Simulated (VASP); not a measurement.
**Ge: single point with PBE**

The system is Ge.

```xyz
4
Lattice="3.9976 0.0000 0.0000 -1.9988 3.4620 0.0000 0.0000 0.0000 6.5928" Properties=species:S:1:pos:R:3 pbc="T T T"
Ge    0.0000    2.3080    0.0024
Ge    1.9988    1.1540    3.2988
Ge    0.0000    2.3080    2.4699
Ge    1.9988    1.1540    5.7663
```

```json
{"Program": "VASP 6.6.1", "Task": "single point", "Functional": "PBE", "Potentials or basis": "VASP PAW PBE potentials, release 64 (Ge_d)", "Cutoff": "520 eV", "k mesh": "12 × 12 × 4", "Occupations": "fermi-dirac, width 0.02 eV", "Spin": "no spin polarisation"}
```

```json
{"Pressure": "2.9 GPa", "Largest force": "0.009 eV/Å", "Band gap on the k mesh": "0.11 eV, direct"}
```

Forces on the atoms (eV/Å):
```
Ge   0.000  0.000  0.009
Ge   0.000  0.000  0.009
Ge   0.000  0.000 -0.009
Ge   0.000  0.000 -0.009
```

Levels at points of the mesh, in eV from the valence-band top:
| k point | band 26 | band 27 | band 28 | band 29 | band 30 | band 31 |
| --- | --- | --- | --- | --- | --- | --- |
| (0.00, 0.00, 0.00) | -0.16 | -0.09 | 0.00 | 0.11 | 0.11 | 2.26 |
| (0.50, 0.00, 0.00) | -3.08 | -2.82 | -1.45 | 0.53 | 1.65 | 3.57 |
| (0.00, 0.00, 0.50) | -0.87 | -0.87 | -0.87 | 0.68 | 0.68 | 3.36 |
| (0.50, 0.00, 0.50) | -2.55 | -2.42 | -2.42 | 0.53 | 0.53 | 2.12 |

Run time: 2 min on 1 thread of Intel Xeon 6975P-C, on a shared host, peak memory 0.28 GiB.

A k mesh can miss the band edges.
